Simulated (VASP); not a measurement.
Wanted: the native input for a VASP 6.6.1 run.

| Item | Value |
| --- | --- |
| Task | single point |
| Functional | r2SCAN |
| Potentials or basis | VASP PAW PBE potentials, release 64 (Mg, O) |
| Cutoff | 520 eV |
| k mesh | 6 × 6 × 6 |
| Occupations | gaussian, width 0.1 eV |
| Spin | no spin polarisation |
| Dipole correction | no |
| Further INCAR settings | ALGO = Normal; EDIFF = 1e-06; NBANDS = 14 |

Crystal: MgO2.

```
Mg O
1.0
     1.57896    0.91161    3.45939
    -1.57896    0.91161    3.45939
     0.00000   -1.82322    3.45939
Mg O
1 2
Direct
  0.00000 0.00000 0.00000
  0.42909 0.42909 0.42909
  0.57091 0.57091 0.57091
```

The input as run:

POSCAR

```
MgO2
1.0
    1.5789561221      0.9116107421      3.4593913814
   -1.5789561221      0.9116107421      3.4593913814
    0.0000000000     -1.8232214843      3.4593913814
Mg O
1 2
Direct
    0.0000000000      0.0000000000      0.0000000000
    0.4290871499      0.4290871499      0.4290871499
    0.5709128501      0.5709128501      0.5709128501
```

INCAR.step1

```
PREC = Accurate ; ENCUT = 520
ISMEAR = 0 ; SIGMA = 0.1
LREAL = False ; LASPH = True
NELM = 60 ; NBANDS = 14
GGA = PE ; ALGO = Normal
EDIFF = 1E-4 ; LWAVE = True
LCHARG = False
```

INCAR.step2

```
PREC = Accurate ; ENCUT = 520
EDIFF = 1E-6 ; ISMEAR = 0
SIGMA = 0.1 ; LREAL = False
LASPH = True ; NELM = 60
ALGO = Normal ; ISIF = 2
LWAVE = False ; LCHARG = False
METAGGA = R2SCAN ; LMIXTAU = True
NBANDS = 14 ; ISTART = 1
```

KPOINTS

```
regular mesh
0
Gamma
  6 6 6
```

Potentials or basis: VASP PAW PBE potentials, release 64 (Mg, O).

Run with:

```console
$ cat potpaw_PBE.64/Mg/POTCAR potpaw_PBE.64/O/POTCAR > POTCAR
$ cp INCAR.step1 INCAR
$ mpirun -np 1 vasp_std > vasp.out
$ cp INCAR.step2 INCAR
$ mpirun -np 1 vasp_std > vasp.out
```

It gave:

The pressure is -0.2 GPa and the largest force is 0.300 eV/Å. The band gap on the k mesh is 3.14 eV, direct.

Caveat: the PAW data sets were made with another functional, which shifts forces and pressure a little.

Wall time 34 s on 1 thread of Intel(R) Xeon(R) 6975P-C (Granite Rapids) (shared host), peak memory 0.17 GiB.
